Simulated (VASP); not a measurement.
# La5O (F-43m) in VASP: further runs

La5O is run at these levels: PBE; tasks: single point.

Program: VASP 6.6.1. These are calculated values, not measurements. Logs are shortened: lines on timing, memory, paths and dates and some standing lists are left out, and cuts for length are marked.

## 1. The cell of the first run

The structure is cubic, space group F-43m (No. 216). Conventional cell: a = 8.594 Å, b = 8.594 Å, c = 8.594 Å, α = 90.00°, β = 90.00°, γ = 90.00°. Within 4.0 Å of La (site symmetry 3m) lie 9 La at 3.04 to 3.56 Å and 3 O at 3.56 Å. La (site symmetry -43m) has 12 La at 3.56 Å and 4 O at 3.72 Å within 4.7 Å. O (site symmetry -43m) has 16 La at 3.56 to 3.72 Å within 4.7 Å.

The cell was built from a structure type or drawn by symmetry, and may not be a known phase.

## 2. Single point, PBE

Input file INCAR:

```
SYSTEM = La5O
  PREC = Accurate
  ENCUT = 520
  EDIFF = 1E-6
  ISMEAR = 0
  SIGMA = 0.1
  LREAL = .FALSE.
  LASPH = .TRUE.
  NELM = 60
  ALGO = Normal
  ISIF = 2
  LWAVE = .FALSE.
  LCHARG = .FALSE.
  GGA = PE
  NBANDS = 40
```

Input file KPOINTS:

```
Automatic mesh
0
G
  4 4 4
  0 0 0
```

Input file POSCAR:

```
La5O
1.0
    0.0000000000      4.2969688100      4.2969688100
    4.2969688100      0.0000000000      4.2969688100
    4.2969688100      4.2969688100      0.0000000000
La O
5 1
Direct
    0.1250000000      0.6250000000      0.6250000000
    0.6250000000      0.6250000000      0.6250000000
    0.6250000000      0.1250000000      0.6250000000
    0.6250000000      0.6250000000      0.1250000000
    0.2500000000      0.2500000000      0.2500000000
    0.0000000000      0.0000000000      0.0000000000
```

Potentials or basis: VASP PAW PBE potentials, release 64 (La, O).

Started as:

```
cat potpaw_PBE.64/La/POTCAR potpaw_PBE.64/O/POTCAR > POTCAR
mpirun -np 1 vasp_std > vasp.out
```

OUTCAR:

```text
SYSTEM = La5O
   PREC = Accurate
   ENCUT = 520
   EDIFF = 1E-6
   ISMEAR = 0
   LREAL = .FALSE.
   LASPH = .TRUE.
   NELM = 60
   ISIF = 2
   GGA = PE

 ion  position               nearest neighbor table
   1  0.125  0.625  0.625-   2 3.04   4 3.04   3 3.04   2 3.04   3 3.04   4 3.04   5 3.56   5 3.56
                             5 3.56
   2  0.625  0.625  0.625-   1 3.04   3 3.04   4 3.04   4 3.04   3 3.04   1 3.04   5 3.56   5 3.56
                             5 3.56
   3  0.625  0.125  0.625-   2 3.04   4 3.04   1 3.04   2 3.04   4 3.04   1 3.04   5 3.56   5 3.56
                             5 3.56
   4  0.625  0.625  0.125-   2 3.04   1 3.04   2 3.04   3 3.04   3 3.04   1 3.04   5 3.56   5 3.56
                             5 3.56
   5  0.250  0.250  0.250-   1 3.56   3 3.56   1 3.56   4 3.56   3 3.56   4 3.56   2 3.56   2 3.56
                             2 3.56   3 3.56   1 3.56   4 3.56
   6  0.000  0.000  0.000-

  LATTYP: Found a face centered cubic cell.
 ALAT       =     8.5939376200

  Lattice vectors:

 A1 = (   0.0000000000,   4.2969688100,   4.2969688100)
 A2 = (   4.2969688100,   0.0000000000,   4.2969688100)
 A3 = (   4.2969688100,   4.2969688100,   0.0000000000)

Analysis of symmetry for initial positions (statically):
=====================================================================
 Subroutine PRICEL returns:
 Original cell was already a primitive cell.

 Routine SETGRP: Setting up the symmetry group for a
 face centered cubic supercell.

 Subroutine GETGRP returns: Found 24 space group operations
 (whereof 24 operations were pure point group operations)
 out of a pool of 48 trial point group operations.

The static configuration has the point symmetry T_d .

Analysis of symmetry for dynamics (positions and initial velocities):
=====================================================================
 Subroutine PRICEL returns:
 Original cell was already a primitive cell.

 Routine SETGRP: Setting up the symmetry group for a
 face centered cubic supercell.

 Subroutine GETGRP returns: Found 24 space group operations
 (whereof 24 operations were pure point group operations)
 out of a pool of 48 trial point group operations.

The dynamic configuration has the point symmetry T_d .

 Subroutine INISYM returns: Found 24 space group operations
 (whereof 24 operations are pure point group operations),
 and found     1 'primitive' translations

----------------------------------------------------------------------------------------

                                     Primitive cell

  volume of cell :     158.6780

  direct lattice vectors                    reciprocal lattice vectors
     0.000000000  4.296968810  4.296968810    -0.116361096  0.116361096  0.116361096
     4.296968810  0.000000000  4.296968810     0.116361096 -0.116361096  0.116361096
     4.296968810  4.296968810  0.000000000     0.116361096  0.116361096 -0.116361096

  length of vectors
     6.076831568  6.076831568  6.076831568     0.201543330  0.201543330  0.201543330

  position of ions in fractional coordinates (direct lattice)
     0.125000000  0.625000000  0.625000000
     0.625000000  0.625000000  0.625000000
     0.625000000  0.125000000  0.625000000
     0.625000000  0.625000000  0.125000000
     0.250000000  0.250000000  0.250000000
     0.000000000  0.000000000  0.000000000

  ion indices of the primitive-cell ions
   primitive index   ion index
                 1           1
                 2           2
                 3           3
                 4           4
                 5           5
                 6           6

----------------------------------------------------------------------------------------

 KPOINTS: Automatic mesh

Automatic generation of k-mesh.
 Grid dimensions read from file:
 generate k-points for:    4    4    4

 Generating k-lattice:

  Cartesian coordinates                     Fractional coordinates (reciprocal lattice)
    -0.029090274  0.029090274  0.029090274     0.250000000  0.000000000  0.000000000
     0.029090274 -0.029090274  0.029090274     0.000000000  0.250000000  0.000000000
     0.029090274  0.029090274 -0.029090274     0.000000000  0.000000000  0.250000000

  Length of vectors
     0.050385833  0.050385833  0.050385833

  Shift w.r.t. Gamma in fractional coordinates (k-lattice)
     0.000000000  0.000000000  0.000000000

 Subroutine IBZKPT returns following result:
 ===========================================

 Found      8 irreducible k-points:

 Following reciprocal coordinates:
            Coordinates               Weight
  0.000000  0.000000  0.000000      1.000000
  0.250000  0.000000  0.000000      8.000000
  0.500000  0.000000  0.000000      4.000000
  0.250000  0.250000  0.000000      6.000000
  0.500000  0.250000  0.000000     24.000000
 -0.250000  0.250000  0.000000     12.000000
  0.500000  0.500000  0.000000      3.000000
 -0.250000  0.500000  0.250000      6.000000
   k-points           NKPTS =      8   k-points in BZ     NKDIM =      8   number of bands    NBANDS=     40
   number of dos      NEDOS =    301   number of ions     NIONS =      6
   total plane-waves  NPLWV = 110592
   dimension x,y,z NGX =    48 NGY =   48 NGZ =   48
   dimension x,y,z NGXF=    96 NGYF=   96 NGZF=   96
   ions per type =               5   1
   NGX,Y,Z   is equivalent  to a cutoff of  13.13, 13.13, 13.13 a.u.
   NGXF,Y,Z  is equivalent  to a cutoff of  26.26, 26.26, 26.26 a.u.
 SYSTEM =  La5O
   PREC   = accura    normal or accurate (medium, high low for compatibility)
   ISTART =      0    job   : 0-new  1-cont  2-samecut
   ICHARG =      2    charge: 1-file 2-atom 10-const
   ISPIN  =      1    spin polarized calculation?
   LNONCOLLINEAR =      F non collinear calculations
   LSORBIT =      F    spin-orbit coupling
   LASPH  =      T    aspherical Exc in radial PAW
   ENCUT  =  520.0 eV  38.22 Ry    6.18 a.u.  11.30 11.30 11.30*2*pi/ulx,y,z
   NELM   =     60;   NELMIN=  2; NELMDL= -5     # of ELM steps
   EDIFF  = 0.1E-05   stopping-criterion for ELM
   LREAL  =      F    real-space projection
   EDIFFG = 0.1E-04   stopping-criterion for IOM
   NSW    =      0    number of steps for IOM
   IBRION =     -1    ionic relax: 0-MD 1-quasi-New 2-CG
   NFREE  =      0    steps in history (QN), initial steepest desc. (CG)
   ISIF   =      2    stress and relaxation
   ISYM   =      2    0-nonsym 1-usesym 2-fastsym
   POTIM  = 0.5000    time-step for ionic-motion
   TEBEG  =    0.0;   TEEND  =   0.0 temperature during run
   PSTRESS=    0.0 pullay stress
   NELECT =      61.0000    total number of electrons
   NUPDOWN=      -1.0000    fix difference up-down
   EMIN   =  10.00;   EMAX   =-10.00  energy-range for DOS
   EFERMI =   0.00;   METHOD = LEGACY
   ISMEAR =     0;   SIGMA  =   0.10  broadening in eV -4-tet -1-fermi 0-gaus
   EFERMI_NEDOS =   21; number of points for ismear=-14 and -15
   IALGO  =     38    algorithm
   IMIX   =      4    mixing-type and parameters
     AMIX     =   0.40;   BMIX     =  1.00
     AMIX_MAG =   1.60;   BMIX_MAG =  1.00
  volume/ion in A,a.u.               =      26.45       178.47
  Fermi-wavevector in a.u.,A,eV,Ry     =   1.190363  2.249459 19.278951  1.416963
  Thomas-Fermi vector in A             =   2.326449
   LORBIT       =      0    0 simple, 1 ext, 2 COOP (PROOUT), +10 PAW based schemes
   GGA     = PE    functional components
   LHFCALC =     F    Hartree Fock is set to
   AEXX    =    0.0000 exact exchange contribution
   IVDW    =     0    specifies the selected vdW correction
   LEPSILON=     F    determine dielectric tensor
   LRPA    =     F    only Hartree local field effects (RPA)
 non-spin polarized calculation
 Gauss-broadening in eV      SIGMA  =   0.10
  energy-cutoff  :      520.00
  volume of cell :      158.68
 maximum number of plane-waves:      4314
 NGX is ok and might be reduce to    48
   NGX = 23   NGY = 23   NGZ = 23

 number of electron      60.9999995 magnetization

 Free energy of the ion-electron system (eV)
  ---------------------------------------------------
  ext. energy  EPLUGINS =         0.00000000
  ---------------------------------------------------
  free energy    TOTEN  =       -25.54470174 eV

  energy without entropy =      -25.47281137  energy(sigma->0) =      -25.50875655

 E-fermi :   9.4149     XC(G=0): -10.3120

 val. band max:        9.4045825358   @ k =  -0.2500   0.5000   0.2500
 cond. band min:       9.4429126090   @ k =   0.2500   0.2500   0.0000
 fundamental gap:      0.0383300733
 Fermi energy:         9.4149110518

 k-point     1 :       0.0000    0.0000    0.0000
  band No.  band energies     occupation
      1     -23.7426      2.00000
      2     -23.0428      2.00000
      3     -22.5751      2.00000
      4     -22.5751      2.00000
      5     -22.5751      2.00000
      6     -10.2453      2.00000
[... 32 lines left out ...]
     39      11.0508      0.00000
     40      11.0519      0.00000

 k-point     2 :       0.2500    0.0000    0.0000
  band No.  band energies     occupation
      1     -23.6313      2.00000
      2     -23.0588      2.00000
      3     -22.7099      2.00000
      4     -22.5772      2.00000
      5     -22.5772      2.00000
      6      -9.8805      2.00000
[... 32 lines left out ...]
     39      11.2071      0.00000
     40      11.2532      0.00000

 k-point     3 :       0.5000    0.0000    0.0000
  band No.  band energies     occupation
      1     -23.4578      2.00000
      2     -23.1223      2.00000
      3     -22.8587      2.00000
      4     -22.5793      2.00000
      5     -22.5793      2.00000
      6      -9.4850      2.00000
[... 165 lines left out ...]
  band No.  band energies     occupation
      1     -23.2194      2.00000
      2     -23.1770      2.00000
      3     -23.0625      2.00000
      4     -22.5839      2.00000
      5     -22.5839      2.00000
      6      -8.6435      2.00000
[... 32 lines left out ...]
     39      11.2276      0.00000
     40      11.2329      0.00000

 k-point     8 :      -0.2500    0.5000    0.2500
  band No.  band energies     occupation
      1     -23.1917      2.00000
      2     -23.1770      2.00000
      3     -23.0990      2.00000
      4     -22.5840      2.00000
      5     -22.5749      2.00000
      6      -8.6033      2.00000
[... 32 lines left out ...]
     39      11.1811      0.00000
     40      11.2351      0.00000

------------------------ aborting loop because EDIFF is reached ----------------------------------------

  FORCE on cell =-STRESS in cart. coord.  units (eV):
  Direction    XX          YY          ZZ          XY          YZ          ZX
  --------------------------------------------------------------------------------------
  -------------------------------------------------------------------------------------
  Total        7.6025530      7.6025530      7.6025530     -0.0000000     -0.0000000      0.0000000
  in kB       76.7632649     76.7632649     76.7632649     -0.0000000     -0.0000000      0.0000000
  external PRESSURE =      76.7632649 kB  Pullay stress =       0.0000000 kB

 VOLUME and BASIS-vectors are now :
 -----------------------------------------------------------------------------
  energy-cutoff  :      520.00
  volume of cell :      158.68
      direct lattice vectors                 reciprocal lattice vectors
     0.000000000  4.296968810  4.296968810    -0.116361096  0.116361096  0.116361096
     4.296968810  0.000000000  4.296968810     0.116361096 -0.116361096  0.116361096
     4.296968810  4.296968810  0.000000000     0.116361096  0.116361096 -0.116361096

 POSITION                                       TOTAL-FORCE (eV/Angst)
 -----------------------------------------------------------------------------------
      5.37121      3.22273      3.22273        -0.126443      0.126443      0.126443
      5.37121      5.37121      5.37121        -0.126443     -0.126443     -0.126443
      3.22273      5.37121      3.22273         0.126443     -0.126443      0.126443
      3.22273      3.22273      5.37121         0.126443      0.126443     -0.126443
      2.14848      2.14848      2.14848        -0.000000     -0.000000     -0.000000
      0.00000      0.00000      0.00000        -0.000000     -0.000000     -0.000000
 -----------------------------------------------------------------------------------
    total drift:                               -0.000000     -0.000000     -0.000000

  FREE ENERGIE OF THE ION-ELECTRON SYSTEM (eV)
  ---------------------------------------------------
  free  energy   TOTEN  =       -25.5447017375 eV

  energy  without entropy=      -25.4728113680  energy(sigma->0) =      -25.50875655
```

Run time: 58 s. Hardware: 1 thread of Intel Xeon 6975P-C (Granite Rapids), shared host; peak memory 0.34 GiB.

Results:

| Item | Value |
| --- | --- |
| Free energy | -25.5447 eV |
| Pressure | 7.7 GPa |
| Band gap on the k mesh | zero (an odd number of electrons rules out a gap without spin polarisation) |

Caveat: the cell stands under pressure; spin-orbit coupling is left out, which moves the levels of the heavy elements; an odd number of electrons without spin polarisation forces a metal; a magnetic or distorted state may lie lower.

## 3. Single point, PBE

This run uses another cell than the first one, of 33.30 Å³/atom.

Input file INCAR:

```
PREC = Accurate
ENCUT = 520
EDIFF = 1E-6
ISMEAR = 0
SIGMA = 0.1
LREAL = False
LASPH = True
NELM = 60
ALGO = Normal
ISIF = 2
LWAVE = False
LCHARG = False
GGA = PE
NBANDS = 40
```

Input file KPOINTS:

```
Automatic mesh
0
Gamma
  4 4 4
```

Input file POSCAR:

```
La5O
1.0
    0.0000000000      4.6399633209      4.6399633209
    4.6399633209      0.0000000000      4.6399633209
    4.6399633209      4.6399633209      0.0000000000
La O
5 1
Direct
    0.1276664972      0.6241111676      0.6241111676
    0.6241111676      0.6241111676      0.6241111676
    0.6241111676      0.1276664972      0.6241111676
    0.6241111676      0.6241111676      0.1276664972
    0.2500000000      0.2500000000      0.2500000000
    0.0000000000      0.0000000000      0.0000000000
```

Potentials or basis: VASP PAW PBE potentials, release 64 (La, O).

Started as:

```
cat potpaw_PBE.64/La/POTCAR potpaw_PBE.64/O/POTCAR > POTCAR
mpirun -np 1 vasp_std > vasp.out
```

Run time: 81 s. Hardware: 1 thread of Intel Xeon 6975P-C (Granite Rapids), shared host; peak memory 0.36 GiB.

Results (log left out):

* Free energy: -26.3828 eV
* Pressure: 0.1 GPa
* Largest force: 0.015 eV/Å
* Band gap on the k mesh: zero (an odd number of electrons rules out a gap without spin polarisation)

Forces in eV/Å, atoms in the order of the input:
```
La  -0.009  0.009  0.009
La  -0.009 -0.009 -0.009
La   0.009 -0.009  0.009
La   0.009  0.009 -0.009
La   0.000  0.000  0.000
O    0.000  0.000  0.000
```

Levels at points of the mesh, in eV from the Fermi level:
| k point | band 27 | band 28 | band 29 | band 30 | band 31 | band 32 | band 33 | band 34 | band 35 | band 36 |
| --- | --- | --- | --- | --- | --- | --- | --- | --- | --- | --- |
| (0.00, 0.00, 0.00) | -1.25 | -1.25 | -1.25 | -0.19 | -0.19 | 0.40 | 0.40 | 0.40 | 1.35 | 1.35 |
| (0.50, 0.00, 0.00) | -0.59 | -0.59 | -0.29 | -0.17 | -0.17 | 0.12 | 0.62 | 0.62 | 1.13 | 1.24 |
| (0.50, 0.50, 0.00) | -0.60 | -0.28 | -0.22 | -0.22 | -0.19 | 0.40 | 0.48 | 0.71 | 0.71 | 1.30 |

Caveat: spin-orbit coupling is left out, which moves the levels of the heavy elements; an odd number of electrons without spin polarisation forces a metal; a magnetic or distorted state may lie lower.
